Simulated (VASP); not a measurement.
# Al2Cu (P4/mmm) in VASP: a series of runs

The runs below take Al2Cu through single point, with PBE.

Program: VASP 6.6.1. These are calculated values, not measurements. Logs are shortened: lines on timing, memory, paths and dates and some standing lists are left out, and cuts for length are marked.

## 1. The cell of the first run

Symmetry: P4/mmm, No. 123, tetragonal system. The conventional cell has a = 4.025 Å, b = 4.025 Å, c = 2.654 Å, α = 90.00°, β = 90.00°, γ = 90.00°. Within 3.2 Å of Al (site symmetry mmm) lie 4 Cu at 2.41 Å and 6 Al at 2.65 to 2.85 Å. Within 3.2 Å of Cu (site symmetry 4/mmm) lie 8 Al at 2.41 Å and 2 Cu at 2.65 Å.

## 2. Single point, PBE

File INCAR:

```
  ALGO = Normal
  EDIFF = 1E-6
  ENCUT = 520
  GGA = PE
  ISIF = 2
  ISMEAR = 0
  LASPH = True
  LCHARG = False
  LREAL = False
  LWAVE = False
  NBANDS = 16
  NELM = 80
  PREC = Accurate
  SIGMA = 0.15
```

File KPOINTS:

```
k-points
0
Gamma
  10 10 14
```

File POSCAR:

```
Al2Cu
1.0
    4.0250000000      0.0000000000      0.0000000000
    0.0000000000      4.0250000000      0.0000000000
    0.0000000000      0.0000000000      2.6540000000
Al Cu
2 1
Direct
    0.5000000000      0.0000000000      0.5000000000
    0.0000000000      0.5000000000      0.5000000000
    0.0000000000      0.0000000000      0.0000000000
```

Potentials or basis: VASP PAW PBE potentials, release 64 (Al, Cu).

Run with:

```
cat potpaw_PBE.64/Al/POTCAR potpaw_PBE.64/Cu/POTCAR > POTCAR
mpirun -np 1 vasp_std > vasp.out
```

OUTCAR:

```text
EDIFF = 1E-6
   ENCUT = 520
   GGA = PE
   ISIF = 2
   ISMEAR = 0
   LASPH = True
   LREAL = False
   NELM = 80
   PREC = Accurate

 ion  position               nearest neighbor table
   1  0.500  0.000  0.500-   3 2.41   3 2.41   3 2.41   3 2.41   2 2.85   2 2.85   2 2.85   2 2.85

   2  0.000  0.500  0.500-   3 2.41   3 2.41   3 2.41   3 2.41   1 2.85   1 2.85   1 2.85   1 2.85

   3  0.000  0.000  0.000-   1 2.41   2 2.41   1 2.41   2 2.41   2 2.41   2 2.41   1 2.41   1 2.41

  LATTYP: Found a simple tetragonal cell.
 ALAT       =     4.0250000000
 C/A-ratio  =     0.6593788820

  Lattice vectors:

 A1 = (   4.0250000000,   0.0000000000,   0.0000000000)
 A2 = (   0.0000000000,   4.0250000000,   0.0000000000)
 A3 = (   0.0000000000,   0.0000000000,   2.6540000000)

Analysis of symmetry for initial positions (statically):
=====================================================================
 Subroutine PRICEL returns:
 Original cell was already a primitive cell.

 Routine SETGRP: Setting up the symmetry group for a
 simple tetragonal supercell.

 Subroutine GETGRP returns: Found 16 space group operations
 (whereof 16 operations were pure point group operations)
 out of a pool of 16 trial point group operations.

The static configuration has the point symmetry D_4h.

Analysis of symmetry for dynamics (positions and initial velocities):
=====================================================================
 Subroutine PRICEL returns:
 Original cell was already a primitive cell.

 Routine SETGRP: Setting up the symmetry group for a
 simple tetragonal supercell.

 Subroutine GETGRP returns: Found 16 space group operations
 (whereof 16 operations were pure point group operations)
 out of a pool of 16 trial point group operations.

The dynamic configuration has the point symmetry D_4h.

 Subroutine INISYM returns: Found 16 space group operations
 (whereof 16 operations are pure point group operations),
 and found     1 'primitive' translations

----------------------------------------------------------------------------------------

                                     Primitive cell

  volume of cell :      42.9965

[... 82 lines left out ...]
   ISTART =      0    job   : 0-new  1-cont  2-samecut
   ICHARG =      2    charge: 1-file 2-atom 10-const
   ISPIN  =      1    spin polarized calculation?
   LNONCOLLINEAR =      F non collinear calculations
   LSORBIT =      F    spin-orbit coupling
   LASPH  =      T    aspherical Exc in radial PAW
   ENCUT  =  520.0 eV  38.22 Ry    6.18 a.u.   7.48  7.48  4.93*2*pi/ulx,y,z
   NELM   =     80;   NELMIN=  2; NELMDL= -5     # of ELM steps
   EDIFF  = 0.1E-05   stopping-criterion for ELM
   LREAL  =      F    real-space projection
   EDIFFG = 0.1E-04   stopping-criterion for IOM
   NSW    =      0    number of steps for IOM
   IBRION =     -1    ionic relax: 0-MD 1-quasi-New 2-CG
   NFREE  =      0    steps in history (QN), initial steepest desc. (CG)
   ISIF   =      2    stress and relaxation
   ISYM   =      2    0-nonsym 1-usesym 2-fastsym
   POTIM  = 0.5000    time-step for ionic-motion
   TEBEG  =    0.0;   TEEND  =   0.0 temperature during run
   PSTRESS=    0.0 pullay stress
   NELECT =      17.0000    total number of electrons
   NUPDOWN=      -1.0000    fix difference up-down
   EMIN   =  10.00;   EMAX   =-10.00  energy-range for DOS
   EFERMI =   0.00;   METHOD = LEGACY
   ISMEAR =     0;   SIGMA  =   0.15  broadening in eV -4-tet -1-fermi 0-gaus
   EFERMI_NEDOS =   21; number of points for ismear=-14 and -15
   IALGO  =     38    algorithm
   IMIX   =      4    mixing-type and parameters
     AMIX     =   0.40;   BMIX     =  1.00
     AMIX_MAG =   1.60;   BMIX_MAG =  1.00
  volume/ion in A,a.u.               =      14.33        96.72
  Fermi-wavevector in a.u.,A,eV,Ry     =   1.201564  2.270627 19.643494  1.443756
  Thomas-Fermi vector in A             =   2.337369
   LORBIT       =      0    0 simple, 1 ext, 2 COOP (PROOUT), +10 PAW based schemes
   GGA     = PE    functional components
   LHFCALC =     F    Hartree Fock is set to
   AEXX    =    0.0000 exact exchange contribution
   IVDW    =     0    specifies the selected vdW correction
   LEPSILON=     F    determine dielectric tensor
   LRPA    =     F    only Hartree local field effects (RPA)
 non-spin polarized calculation
 Gauss-broadening in eV      SIGMA  =   0.15
  energy-cutoff  :      520.00
  volume of cell :       43.00
 maximum number of plane-waves:      1186
 NGX is ok and might be reduce to    30
   NGX = 15   NGY = 15   NGZ =  9

 number of electron      17.0000014 magnetization

 Free energy of the ion-electron system (eV)
  ---------------------------------------------------
  ext. energy  EPLUGINS =         0.00000000
  ---------------------------------------------------
  free energy    TOTEN  =       -10.98594939 eV

  energy without entropy =      -10.97773722  energy(sigma->0) =      -10.98184331

 E-fermi :   8.6022     XC(G=0): -10.9062

 val. band max:        8.5959579449   @ k =   0.4000   0.2000   0.2857
 cond. band min:       8.6077016917   @ k =   0.1000   0.0000   0.0714
 fundamental gap:      0.0117437468
 Fermi energy:         8.6022395119

 k-point     1 :       0.0000    0.0000    0.0000
  band No.  band energies     occupation
      1      -2.9137      2.00000
      2       2.3436      2.00000
      3       2.8441      2.00000
      4       3.6729      2.00000
      5       4.0989      2.00000
      6       4.0989      2.00000
[... 433 lines left out ...]
      3       2.8342      2.00000
      4       3.5835      2.00000
      5       3.8508      2.00000
      6       3.9778      2.00000
[... 8 lines left out ...]
     15      19.2401      0.00000
     16      20.6308      0.00000

 [... further k-points ...]
[... 5 lines left out ...]
  --------------------------------------------------------------------------------------
  -------------------------------------------------------------------------------------
  Total        3.8094443      3.8094443      5.7747812      0.0000000      0.0000000      0.0000000
  in kB      141.9513482    141.9513482    215.1857117      0.0000000      0.0000000      0.0000000
  external PRESSURE =     166.3628027 kB  Pullay stress =       0.0000000 kB

 VOLUME and BASIS-vectors are now :
 -----------------------------------------------------------------------------
  energy-cutoff  :      520.00
  volume of cell :       43.00
      direct lattice vectors                 reciprocal lattice vectors
     4.025000000  0.000000000  0.000000000     0.248447205  0.000000000  0.000000000
     0.000000000  4.025000000  0.000000000     0.000000000  0.248447205  0.000000000
     0.000000000  0.000000000  2.654000000     0.000000000  0.000000000  0.376789751

 POSITION                                       TOTAL-FORCE (eV/Angst)
 -----------------------------------------------------------------------------------
      2.01250      0.00000      1.32700         0.000000      0.000000      0.000000
      0.00000      2.01250      1.32700         0.000000      0.000000      0.000000
      0.00000      0.00000      0.00000         0.000000      0.000000      0.000000
 -----------------------------------------------------------------------------------
    total drift:                                0.000000      0.000000      0.000000

  FREE ENERGIE OF THE ION-ELECTRON SYSTEM (eV)
  ---------------------------------------------------
  free  energy   TOTEN  =       -10.9859493924 eV

  energy  without entropy=      -10.9777372207  energy(sigma->0) =      -10.98184331
```

OSZICAR:

```text
N       E                     dE             d eps       ncg     rms          rms(c)
DAV:   1     0.654616655290E+02    0.65462E+02   -0.70185E+03  5416   0.116E+03
DAV:   2    -0.103864843395E+02   -0.75848E+02   -0.67297E+02  5696   0.211E+02
DAV:   3    -0.133004430047E+02   -0.29140E+01   -0.28523E+01  7264   0.455E+01
DAV:   4    -0.133644905139E+02   -0.64048E-01   -0.64025E-01  6520   0.581E+00
DAV:   5    -0.133673657460E+02   -0.28752E-02   -0.28752E-02  8368   0.134E+00    0.143E+01
DAV:   6    -0.146927898886E+02   -0.13254E+01   -0.33203E+01  6352   0.206E+02    0.110E+01
DAV:   7    -0.110889839928E+02    0.36038E+01   -0.91526E+00  6720   0.863E+01    0.170E+00
DAV:   8    -0.110643992912E+02    0.24585E-01   -0.11680E+00  8208   0.311E+01    0.231E+00
DAV:   9    -0.109849971911E+02    0.79402E-01   -0.23274E-01  6944   0.168E+01    0.215E-01
DAV:  10    -0.109877684985E+02   -0.27713E-02   -0.14534E-02  8688   0.293E+00    0.299E-01
DAV:  11    -0.109862794830E+02    0.14890E-02   -0.89456E-03  7192   0.350E+00    0.124E-01
DAV:  12    -0.109859612458E+02    0.31824E-03   -0.84724E-04  8104   0.931E-01    0.268E-02
DAV:  13    -0.109859514856E+02    0.97602E-05   -0.42854E-05  8760   0.130E-01    0.107E-02
DAV:  14    -0.109859492411E+02    0.22445E-05   -0.65806E-06  7312   0.846E-02    0.193E-03
DAV:  15    -0.109859493924E+02   -0.15137E-06   -0.48754E-07  3920   0.648E-03
   1 F= -.10985949E+02 E0= -.10981843E+02  d E =-.821217E-02
```

stdout:

```text
POSCAR found type information on POSCAR AlCu
 POSCAR found :  2 types and       3 ions
 scaLAPACK will be used
 LDA part: xc-table for (Slater+PW92), standard interpolation
 POSCAR, INCAR and KPOINTS ok, starting setup
 FFT: planning ... GRIDC
 FFT: planning ... GRID_SOFT
 FFT: planning ... GRID
 WAVECAR not read
 entering main loop
```

It took 45 s on 1 thread of Intel Xeon 6975P-C (Granite Rapids), shared host; peak memory 0.23 GiB.

What came out:

```yaml
Free_energy: -10.9859 eV
Pressure: 16.6 GPa
```

Stress tensor (GPa, compression positive):
```
14.20  0.00  0.00
 0.00 14.20  0.00
 0.00  0.00 21.52
```

## 3. Single point, PBE

This run uses another cell than the first one, of 14.45 Å³/atom, 1.008 times its volume.

File INCAR:

```
SYSTEM = Al2Cu
PREC     = Accurate       ! precision mode
ENCUT    = 520            ! plane-wave cutoff, eV
EDIFF    = 1E-6           ! SCF threshold, eV
ISMEAR   = 0              ! smearing method
SIGMA    = 0.15           ! smearing width, eV
LREAL    = .FALSE.        ! projectors in reciprocal space
LASPH    = .TRUE.         ! aspherical terms in the spheres
NELM     = 60             ! most SCF steps
ALGO     = Fast           ! electronic algorithm
ISIF     = 2              ! what is computed and relaxed
LWAVE    = .FALSE.        ! write WAVECAR
LCHARG   = .TRUE.         ! write CHGCAR
GGA      = PE             ! functional
LELF     = .TRUE.         ! ELF
LVHAR    = .TRUE.       
NBANDS   = 16             ! bands
```

File KPOINTS:

```
regular mesh
0
G
  10 10 14
  0 0 0
```

File POSCAR:

```
Al2Cu
1.0
    3.9288000000      0.0000000000      0.0000000000
    0.0000000000      3.9288000000      0.0000000000
    0.0000000000      0.0000000000      2.8078000000
Al Cu
2 1
Direct
    0.5000000000      0.0000000000      0.5000000000
    0.0000000000      0.5000000000      0.5000000000
    0.0000000000      0.0000000000      0.0000000000
```

Potentials or basis: VASP PAW PBE potentials, release 64 (Al, Cu).

Run with:

```
cat potpaw_PBE.64/Al/POTCAR potpaw_PBE.64/Cu/POTCAR > POTCAR
mpirun -np 1 vasp_std > vasp.out
```

Wall time 58 s (1 thread of Intel Xeon 6975P-C (Granite Rapids), shared host); peak memory 0.23 GiB.

Results (log left out):

```yaml
Free_energy: -11.0583 eV
Pressure: 15.6 GPa
```

Stress tensor (GPa, compression positive):
```
16.45  0.00  0.00
 0.00 16.45  0.00
 0.00  0.00 13.77
```

Levels at points of the mesh, in eV from the Fermi level:
| k point | band 6 | band 7 | band 8 | band 9 | band 10 | band 11 | band 12 | band 13 |
| --- | --- | --- | --- | --- | --- | --- | --- | --- |
| (0.00, 0.00, 0.00) | -4.43 | -2.49 | -2.49 | 0.49 | 0.96 | 6.25 | 7.01 | 7.01 |
| (0.50, 0.00, 0.00) | -4.47 | -4.43 | -1.05 | 1.79 | 1.98 | 2.55 | 7.75 | 8.87 |
| (0.50, 0.50, 0.00) | -4.53 | -4.46 | -4.46 | -2.60 | 8.86 | 8.86 | 9.64 | 11.04 |
| (0.00, 0.00, 0.50) | -4.42 | -3.25 | 2.81 | 2.81 | 2.84 | 2.84 | 3.01 | 3.12 |
| (0.50, 0.00, 0.50) | -4.47 | -3.38 | -2.64 | -1.73 | 3.94 | 4.24 | 4.81 | 5.82 |
| (0.50, 0.50, 0.50) | -3.85 | -2.42 | -2.42 | -1.10 | -0.88 | 0.30 | 0.30 | 2.31 |

## 4. Single point, PBE

This run uses another cell than the first one, of 14.50 Å³/atom, 1.012 times its volume.

File INCAR:

```
ALGO = Normal
EDIFF = 1E-7
ENCUT = 520
GGA = PE
ISIF = 2
ISMEAR = 0
LASPH = T
LCHARG = F
LREAL = F
LWAVE = F
NBANDS = 16
NELM = 60
PREC = Accurate
SIGMA = 0.15
```

File KPOINTS:

```
k-points
0
Gamma
  10 10 14
```

File POSCAR:

```
Al2Cu
1.0
    3.8327000000      0.0000000000      0.0000000000
    0.0000000000      3.8327000000      0.0000000000
    0.0000000000      0.0000000000      2.9617000000
Al Cu
2 1
Direct
    0.5000000000      0.0000000000      0.5000000000
    0.0000000000      0.5000000000      0.5000000000
    0.0000000000      0.0000000000      0.0000000000
```

Run with:

```
cat potpaw_PBE.64/Al/POTCAR potpaw_PBE.64/Cu/POTCAR > POTCAR
mpirun -np 1 vasp_std > vasp.out
```

It took 56 s on 1 thread of Intel Xeon 6975P-C (Granite Rapids), shared host; peak memory 0.23 GiB.

It converged, with:

* Free energy: -10.9672 eV
* Pressure: 14.8 GPa

Stress tensor (GPa, compression positive):
```
18.47  0.00  0.00
 0.00 18.47  0.00
 0.00  0.00  7.55
```

Levels at points of the mesh, in eV from the Fermi level:
```csv
k point,band 5,band 6,band 7,band 8,band 9,band 10,band 11,band 12,band 13,band 14
"(0.00, 0.00, 0.00)",-4.39,-4.39,-1.99,-1.99,1.27,1.33,4.50,6.70,7.99,8.06
"(0.50, 0.00, 0.00)",-4.46,-4.38,-4.38,-0.41,2.25,2.56,3.36,6.13,8.35,8.99
"(0.50, 0.50, 0.00)",-4.44,-4.44,-4.44,-4.19,-2.44,8.12,8.82,8.82,9.71,9.71
"(0.00, 0.00, 0.50)",-5.00,-4.23,-3.44,2.67,2.67,2.96,3.10,3.10,3.71,4.99
"(0.50, 0.00, 0.50)",-4.35,-4.24,-3.30,-2.89,-2.00,3.86,4.65,4.71,5.97,7.48
"(0.50, 0.50, 0.50)",-4.05,-4.04,-2.19,-2.19,-1.55,-1.14,0.10,0.10,2.40,13.99
```

## 5. Single point, PBE

This run uses another cell than the first one, of 14.75 Å³/atom, 1.029 times its volume.

File INCAR:

```
  PREC = Accurate
  ENCUT = 520
  EDIFF = 1E-6
  ISMEAR = 0
  SIGMA = 0.15
  LREAL = F
  LASPH = T
  NELM = 100
  ALGO = Fast
  ISIF = 2
  LWAVE = F
  LCHARG = F
  GGA = PE
  NBANDS = 16
```

File KPOINTS:

```
regular mesh
0
Gamma
  10 10 14
```

File POSCAR:

```
Al2Cu
1.0
    4.0250000000      0.0000000000      0.0000000000
    0.0000000000      4.0250000000      0.0000000000
    0.0000000000      0.0000000000      2.7309000000
Al Cu
2 1
Direct
    0.5000000000      0.0000000000      0.5000000000
    0.0000000000      0.5000000000      0.5000000000
    0.0000000000      0.0000000000      0.0000000000
```

Run with:

```
cat potpaw_PBE.64/Al/POTCAR potpaw_PBE.64/Cu/POTCAR > POTCAR
mpirun -np 1 vasp_std > vasp.out
```

Run time: 60 s. Hardware: 1 thread of Intel Xeon 6975P-C (Granite Rapids), shared host; peak memory 0.23 GiB.

The run converged. Its results:

* Free energy: -11.1255 eV
* Pressure: 11.9 GPa

Stress tensor (GPa, compression positive):
```
10.59  0.00  0.00
 0.00 10.59  0.00
 0.00  0.00 14.41
```

Levels at points of the mesh, in eV from the Fermi level:
```csv
k point,band 6,band 7,band 8,band 9,band 10,band 11,band 12,band 13
"(0.00, 0.00, 0.00)",-4.39,-2.83,-2.83,-0.15,0.65,6.15,6.15,6.96
"(0.50, 0.00, 0.00)",-4.42,-4.39,-1.48,1.40,1.50,1.86,8.33,8.75
"(0.50, 0.50, 0.00)",-4.71,-4.41,-4.41,-2.71,8.58,8.58,10.19,10.35
"(0.00, 0.00, 0.50)",-4.48,-3.11,2.44,2.61,2.61,2.86,2.86,3.19
"(0.50, 0.00, 0.50)",-4.56,-3.39,-2.48,-1.57,3.92,3.93,4.76,5.53
"(0.50, 0.50, 0.50)",-3.67,-2.56,-2.56,-0.81,-0.71,0.32,0.32,2.25
```

## 6. The runs side by side

```tsv
cell	gap on the mesh (eV)	pressure (GPa)
a = 4.025, b = 4.025, c = 2.654 Å, 3 atoms	none	16.6
a = 3.929, b = 3.929, c = 2.808 Å, 3 atoms	none	15.6
a = 3.833, b = 3.833, c = 2.962 Å, 3 atoms	none	14.8
a = 4.025, b = 4.025, c = 2.731 Å, 3 atoms	none	11.9
```

Alike in all rows: task single point; level PBE; potentials or basis VASP PAW PBE potentials, release 64 (Al, Cu); no spin polarisation; k mesh 10 × 10 × 14; cutoff (eV) 520; smearing gaussian 0.15 eV.

Total energies depend on the potentials used, so only differences within one code and one set of settings carry meaning.
